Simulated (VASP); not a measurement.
CdF2: single point with PBE

The system is CdF2.

```
CELL_PARAMETERS angstrom
0.00000 2.69418 2.69418
2.69418 0.00000 2.69418
2.69418 2.69418 0.00000
ATOMIC_POSITIONS crystal
Cd 0.00000 0.00000 0.00000
F 0.25000 0.25000 0.25000
F 0.75000 0.75000 0.75000
```

| Property | Result |
| --- | --- |
| Program | VASP 6.6.1 |
| Task | single point |
| Functional | PBE |
| Potentials or basis | VASP PAW PBE potentials, release 64 (Cd, F) |
| Cutoff | 520 eV |
| k mesh | 6 × 6 × 6 |
| Occupations | gaussian, width 0.01 eV |
| Spin | no spin polarisation |

The pressure is 6.2 GPa and the band gap on the k mesh is 3.09 eV, indirect (least direct gap 3.57 eV).

Levels at points of the mesh, in eV from the valence-band top:
```tsv
k point	band 11	band 12	band 13	band 14	band 15	band 16
(0.00, 0.00, 0.00)	-0.48	-0.48	-0.48	3.09	12.72	12.72
(0.50, 0.00, 0.00)	-1.82	-0.38	-0.38	7.19	9.18	14.52
(0.50, 0.50, 0.00)	-0.48	-0.07	-0.07	8.02	9.67	11.94
```

Run time: 23 s on 1 thread of Intel Xeon 8259CL (shared host), peak memory 0.16 GiB.

A k mesh can miss the band edges. PBE gaps usually lie below the measured ones, often by a third to a half.
